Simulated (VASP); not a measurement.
# BN (I-4m2) in VASP: a series of runs, part 2 of 2

VASP 6.6.1.

## Step 4: Single point, PBE (strain -0.040 along x and y, +0.000 along z)

The input, INCAR:

```
PREC = Accurate ; ENCUT = 520
EDIFF = 1E-7 ; ISMEAR = 0
SIGMA = 0.05 ; LREAL = F
LASPH = T ; NELM = 80
ALGO = Normal ; ISIF = 2
LWAVE = F ; LCHARG = F
GGA = PE ; NBANDS = 11
```

The input, KPOINTS:

```
regular mesh
0
Gamma
  12 12 12
```

The input, POSCAR:

```
BN
1.0
    0.0000000000      1.7404809600      1.8130010000
    1.7404809600      0.0000000000      1.8130010000
    1.7404809600      1.7404809600      0.0000000000
B N
1 1
Direct
    0.0000000000      0.0000000000      0.0000000000
    0.7500000000      0.7500000000      0.7500000000
```

Potentials or basis: VASP PAW PBE potentials, release 64 (B, N).

Launch:

```console
$ cat potpaw_PBE.64/B/POTCAR potpaw_PBE.64/N/POTCAR > POTCAR
$ mpirun -np 1 vasp_std > vasp.out
```

OUTCAR:

```text
PREC = Accurate
   ENCUT = 520
   EDIFF = 1E-7
   ISMEAR = 0
   LREAL = F
   LASPH = T
   NELM = 80
   ISIF = 2
   GGA = PE

 ion  position               nearest neighbor table
   1  0.000  0.000  0.000-   2 1.53   2 1.53   2 1.53   2 1.53
   2  0.750  0.750  0.750-   1 1.53   1 1.53   1 1.53   1 1.53

  LATTYP: Found a body centered tetragonal cell.
 ALAT       =     2.4614117787
 C/A-ratio  =     1.4731391275

  Lattice vectors:

 A1 = (  -1.7404809600,   0.0000000000,   1.8130010000)
 A2 = (   1.7404809600,   0.0000000000,   1.8130010000)
 A3 = (   0.0000000000,   1.7404809600,  -1.8130010000)

Analysis of symmetry for initial positions (statically):
=====================================================================
 Subroutine PRICEL returns:
 Original cell was already a primitive cell.

 Routine SETGRP: Setting up the symmetry group for a
 body centered tetragonal supercell.

 Subroutine GETGRP returns: Found  8 space group operations
 (whereof  8 operations were pure point group operations)
 out of a pool of 16 trial point group operations.

The static configuration has the point symmetry D_2d.

Analysis of symmetry for dynamics (positions and initial velocities):
=====================================================================
 Subroutine PRICEL returns:
 Original cell was already a primitive cell.

 Routine SETGRP: Setting up the symmetry group for a
 body centered tetragonal supercell.

 Subroutine GETGRP returns: Found  8 space group operations
 (whereof  8 operations were pure point group operations)
 out of a pool of 16 trial point group operations.

The dynamic configuration has the point symmetry D_2d.

 Subroutine INISYM returns: Found  8 space group operations
 (whereof  8 operations are pure point group operations),
 and found     1 'primitive' translations

----------------------------------------------------------------------------------------

                                     Primitive cell

  volume of cell :      10.9842

  direct lattice vectors                    reciprocal lattice vectors
     0.000000000  1.740480960  1.813001000    -0.287276915  0.287276915  0.275785838
     1.740480960  0.000000000  1.813001000     0.287276915 -0.287276915  0.275785838
     1.740480960  1.740480960  0.000000000     0.287276915  0.287276915 -0.275785838

  length of vectors
     2.513214396  2.513214396  2.461411779     0.491033481  0.491033481  0.491033481

  position of ions in fractional coordinates (direct lattice)
     0.000000000  0.000000000  0.000000000
     0.750000000  0.750000000  0.750000000

  ion indices of the primitive-cell ions
   primitive index   ion index
                 1           1
                 2           2

----------------------------------------------------------------------------------------

 KPOINTS: regular mesh

Automatic generation of k-mesh.
 Grid dimensions read from file:
 generate k-points for:   12   12   12

 Generating k-lattice:

  Cartesian coordinates                     Fractional coordinates (reciprocal lattice)
    -0.023939743  0.023939743  0.022982153     0.083333333  0.000000000  0.000000000
     0.023939743 -0.023939743  0.022982153     0.000000000  0.083333333  0.000000000
     0.023939743  0.023939743 -0.022982153    -0.000000000 -0.000000000  0.083333333

  Length of vectors
     0.040919457  0.040919457  0.040919457

  Shift w.r.t. Gamma in fractional coordinates (k-lattice)
     0.000000000  0.000000000  0.000000000

 Subroutine IBZKPT returns following result:
 ===========================================

 Found    163 irreducible k-points:

 Following reciprocal coordinates:
            Coordinates               Weight
  0.000000  0.000000  0.000000      1.000000
  0.083333 -0.000000  0.000000      8.000000
  0.166667  0.000000  0.000000      8.000000
  0.250000  0.000000  0.000000      8.000000
  0.333333  0.000000  0.000000      8.000000
  0.416667  0.000000  0.000000      8.000000
[... 16 lines left out ...]
  0.500000  0.166667  0.000000      8.000000
 -0.416667  0.166667  0.000000      8.000000
 [... further k-points ...]
   k-points           NKPTS =    163   k-points in BZ     NKDIM =    163   number of bands    NBANDS=     11
   number of dos      NEDOS =    301   number of ions     NIONS =      2
   total plane-waves  NPLWV =   7200
   dimension x,y,z NGX =    20 NGY =   20 NGZ =   18
   dimension x,y,z NGXF=    40 NGYF=   40 NGZF=   36
   ions per type =               1   1
   NGX,Y,Z   is equivalent  to a cutoff of  13.23, 13.23, 12.16 a.u.
   NGXF,Y,Z  is equivalent  to a cutoff of  26.46, 26.46, 24.31 a.u.
 SYSTEM =  unknown system
   PREC   = accura    normal or accurate (medium, high low for compatibility)
   ISTART =      0    job   : 0-new  1-cont  2-samecut
   ICHARG =      2    charge: 1-file 2-atom 10-const
   ISPIN  =      1    spin polarized calculation?
   LNONCOLLINEAR =      F non collinear calculations
   LSORBIT =      F    spin-orbit coupling
   LASPH  =      T    aspherical Exc in radial PAW
   ENCUT  =  520.0 eV  38.22 Ry    6.18 a.u.   4.67  4.67  4.58*2*pi/ulx,y,z
   NELM   =     80;   NELMIN=  2; NELMDL= -5     # of ELM steps
   EDIFF  = 0.1E-06   stopping-criterion for ELM
   LREAL  =      F    real-space projection
   EDIFFG = 0.1E-05   stopping-criterion for IOM
   NSW    =      0    number of steps for IOM
   IBRION =     -1    ionic relax: 0-MD 1-quasi-New 2-CG
   NFREE  =      0    steps in history (QN), initial steepest desc. (CG)
   ISIF   =      2    stress and relaxation
   ISYM   =      2    0-nonsym 1-usesym 2-fastsym
   POTIM  = 0.5000    time-step for ionic-motion
   TEBEG  =    0.0;   TEEND  =   0.0 temperature during run
   PSTRESS=    0.0 pullay stress
   NELECT =       8.0000    total number of electrons
   NUPDOWN=      -1.0000    fix difference up-down
   EMIN   =  10.00;   EMAX   =-10.00  energy-range for DOS
   EFERMI =   0.00;   METHOD = LEGACY
   ISMEAR =     0;   SIGMA  =   0.05  broadening in eV -4-tet -1-fermi 0-gaus
   EFERMI_NEDOS =   21; number of points for ismear=-14 and -15
   IALGO  =     38    algorithm
   IMIX   =      4    mixing-type and parameters
     AMIX     =   0.40;   BMIX     =  1.00
     AMIX_MAG =   1.60;   BMIX_MAG =  1.00
  volume/ion in A,a.u.               =       5.49        37.06
  Fermi-wavevector in a.u.,A,eV,Ry     =   1.472932  2.783437 29.518220  2.169528
  Thomas-Fermi vector in A             =   2.587886
   LORBIT       =      0    0 simple, 1 ext, 2 COOP (PROOUT), +10 PAW based schemes
   GGA     = PE    functional components
   LHFCALC =     F    Hartree Fock is set to
   AEXX    =    0.0000 exact exchange contribution
   IVDW    =     0    specifies the selected vdW correction
   LEPSILON=     F    determine dielectric tensor
   LRPA    =     F    only Hartree local field effects (RPA)
 non-spin polarized calculation
 Gauss-broadening in eV      SIGMA  =   0.05
  energy-cutoff  :      520.00
  volume of cell :       10.98
 maximum number of plane-waves:       310
   NGX =  9   NGY =  9   NGZ =  9

 number of electron       7.9999999 magnetization

 Free energy of the ion-electron system (eV)
  ---------------------------------------------------
  ext. energy  EPLUGINS =         0.00000000
  ---------------------------------------------------
  free energy    TOTEN  =       -17.32762125 eV

  energy without entropy =      -17.32762125  energy(sigma->0) =      -17.32762125

 E-fermi :   8.7713     XC(G=0): -13.1859

 val. band max:        8.4772649504   @ k =   0.0000   0.0000   0.0000
 cond. band min:      12.6157529125   @ k =   0.5000   0.0000   0.5000
 fundamental gap:      4.1384879621
 Fermi energy:         8.7713489897

 k-point     1 :       0.0000    0.0000    0.0000
  band No.  band energies     occupation
      1     -12.7531      2.00000
      2       8.0240      2.00000
      3       8.4773      2.00000
      4       8.4773      2.00000
      5      17.4095      0.00000
      6      17.4095      0.00000
      7      17.7068      0.00000
      8      19.8695      0.00000
      9      34.4802      0.00000
     10      35.6772      0.00000
     11      36.2007      0.00000
[... 309 lines left out ...]
 k-point    24 :      -0.4167    0.1667    0.0000
  band No.  band energies     occupation
      1      -7.7827      2.00000
      2      -2.3638      2.00000
      3       3.5756      2.00000
      4       5.9452      2.00000
      5      18.4208      0.00000
      6      21.1623      0.00000
      7      21.2622      0.00000
      8      24.9138      0.00000
      9      30.6787      0.00000
     10      34.6653      0.00000
     11      36.3804      0.00000

 [... further k-points ...]
[... 5 lines left out ...]
  --------------------------------------------------------------------------------------
  -------------------------------------------------------------------------------------
  Total        3.0598605      3.0598605      1.1098160      0.0000000      0.0000000      0.0000000
  in kB      446.3192484    446.3192484    161.8806626      0.0000000      0.0000000      0.0000000
  external PRESSURE =     351.5063865 kB  Pullay stress =       0.0000000 kB

 VOLUME and BASIS-vectors are now :
 -----------------------------------------------------------------------------
  energy-cutoff  :      520.00
  volume of cell :       10.98
      direct lattice vectors                 reciprocal lattice vectors
     0.000000000  1.740480960  1.813001000    -0.287276915  0.287276915  0.275785838
     1.740480960  0.000000000  1.813001000     0.287276915 -0.287276915  0.275785838
     1.740480960  1.740480960  0.000000000     0.287276915  0.287276915 -0.275785838

 POSITION                                       TOTAL-FORCE (eV/Angst)
 -----------------------------------------------------------------------------------
      0.00000      0.00000      0.00000        -0.000000     -0.000000     -0.000000
      2.61072      2.61072      2.71950         0.000000      0.000000      0.000000
 -----------------------------------------------------------------------------------
    total drift:                               -0.000002     -0.000002      0.000007

  FREE ENERGIE OF THE ION-ELECTRON SYSTEM (eV)
  ---------------------------------------------------
  free  energy   TOTEN  =       -17.3276212521 eV

  energy  without entropy=      -17.3276212521  energy(sigma->0) =      -17.32762125
```

It took 22 s on 1 thread of AMD EPYC 7R43 (Zen 3), shared host; peak memory 0.09 GiB.

Results:

* Free energy: -17.3276 eV
* Pressure: 35.2 GPa
* Band gap on the k mesh: 4.14 eV, indirect (least direct gap 8.93 eV)

Stress tensor (GPa, compression positive):
```
44.63  0.00  0.00
 0.00 44.63  0.00
 0.00  0.00 16.19
```

Caveat: the cell differs from its parent crystal (strain -0.040 along x and y, +0.000 along z). A k mesh can miss the band edges.

## Step 5: Summary

| cell | gap on the mesh (eV) | pressure (GPa) |
| --- | --- | --- |
| a = 2.464, b = 2.464, c = 2.359 Å, angles 61.4, 61.4, 57.2°, 2 atoms | 3.74 | 83.8 |
| a = 2.411, b = 2.411, c = 2.461 Å, angles 59.3, 59.3, 61.4°, 2 atoms | 3.76 | 82.8 |
| a = 2.513, b = 2.513, c = 2.461 Å, angles 60.7, 60.7, 58.6°, 2 atoms | 4.14 | 35.2 |

Alike in all rows: task single point; level PBE; potentials or basis VASP PAW PBE potentials, release 64 (B, N); no spin polarisation; k mesh 12 × 12 × 12; cutoff (eV) 520; smearing gaussian 0.05 eV.

Absolute energies hang on the potentials; compare differences alone.
